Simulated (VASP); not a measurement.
Wanted: the native input for a VASP 6.6.1 run.

```yaml
Task: single point
Functional: BLYP
Potentials_or_basis: VASP PAW PBE potentials, release 64 (Co, H)
Cutoff: 600 eV
k_mesh: 3 × 3 × 3
Occupations: gaussian, width 0.1 eV
Spin: no spin polarisation
Dipole_correction: no
Further_INCAR_settings: ALGO = Normal; EDIFF = 1e-06; NBANDS = 14
```

The structure of CoH3 lies in POSCAR:

```
CoH3
1.0
    2.6113350000      0.0000000000      0.0000000000
    0.0000000000      2.6113350000      0.0000000000
    0.0000000000      0.0000000000      2.6113350000
Co H
1 3
Direct
    0.0010000000      0.5620000000      0.7070000000
    0.0010000000      1.0620000000      1.2070000000
    0.5010000000      0.5620000000      1.2070000000
    0.5010000000      1.0620000000      0.7070000000
```

These files were run (other wordings do the same):

INCAR

```
PREC = Accurate
ENCUT = 600
EDIFF = 1E-6
ISMEAR = 0
SIGMA = 0.1
LREAL = False
LASPH = True
NELM = 120
ALGO = Normal
ISIF = 2
LWAVE = False
LCHARG = False
GGA = B5
ALDAX = 1.0
AGGAX = 1.0
AGGAC = 1.0
ALDAC = 0.0
NBANDS = 14
GGA_COMPAT = False
```

KPOINTS

```
regular mesh
0
Gamma
  3 3 3
```

Potentials or basis: VASP PAW PBE potentials, release 64 (Co, H).

Command:

```bash
$ cat potpaw_PBE.64/Co/POTCAR potpaw_PBE.64/H/POTCAR > POTCAR
$ mpirun -np 1 vasp_std > vasp.out
```

It gave:

- Pressure: 7.8 GPa
- Band gap on the k mesh: 1.23 eV, indirect (least direct gap 1.75 eV)

Caveat: the k points lie up to 0.80 Å⁻¹ apart; the PAW data sets were made with another functional, which shifts forces and pressure a little.

It took 21 s on 1 thread of AMD EPYC 7R43 64-Core Processor (Zen 3), on a shared host, peak memory 0.1 GiB.
